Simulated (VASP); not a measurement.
Here is a VASP 6.6.1 calculation.

Contents of INCAR:

```
  ALGO = Normal
  EDIFF = 1E-8
  ENCUT = 500
  GGA = PS
  GGA_COMPAT = F
  IBRION = 8
  ISIF = 2
  ISMEAR = 0
  LASPH = T
  LCHARG = F
  LEPSILON = T
  LREAL = F
  LWAVE = F
  NELM = 120
  NSW = 1
  PREC = Accurate
  SIGMA = 0.01
```

The input KPOINTS:

```
k-points
0
Gamma
  8 8 8
```

POSCAR

```
SnSe
1.0
    0.0000000000      2.9924423566      2.9924423566
    2.9924423566      0.0000000000      2.9924423566
    2.9924423566      2.9924423566      0.0000000000
Sn Se
1 1
Direct
    0.0000000000      0.0000000000      0.0000000000
    0.5000000000      0.5000000000      0.5000000000
```

Potentials or basis: VASP PAW PBE potentials, release 64 (Sn_d, Se).

Command:

```console
$ cat potpaw_PBE.64/Sn_d/POTCAR potpaw_PBE.64/Se/POTCAR > POTCAR
$ mpirun -np 1 vasp_std > vasp.out
```

Predict the electronic dielectric tensor (diagonal).

28.62.

Estimate the Born charges (mean of the diagonal).

Sn +5.78; Se -5.78 e.

Estimate the highest phonon frequency at Γ, LO-TO splitting left out.

31 cm⁻¹.

Born effective charge tensors (e):
atom 1, Sn
```
5.78 0.00 0.00
0.00 5.78 0.00
0.00 0.00 5.78
```
atom 2, Se
```
-5.78  0.00  0.00
 0.00 -5.78  0.00
 0.00  0.00 -5.78
```

Caveat: the cell differs from its parent crystal (phonons at volume x 1.02); the cell wasn't relaxed at this level first, which shifts response properties.
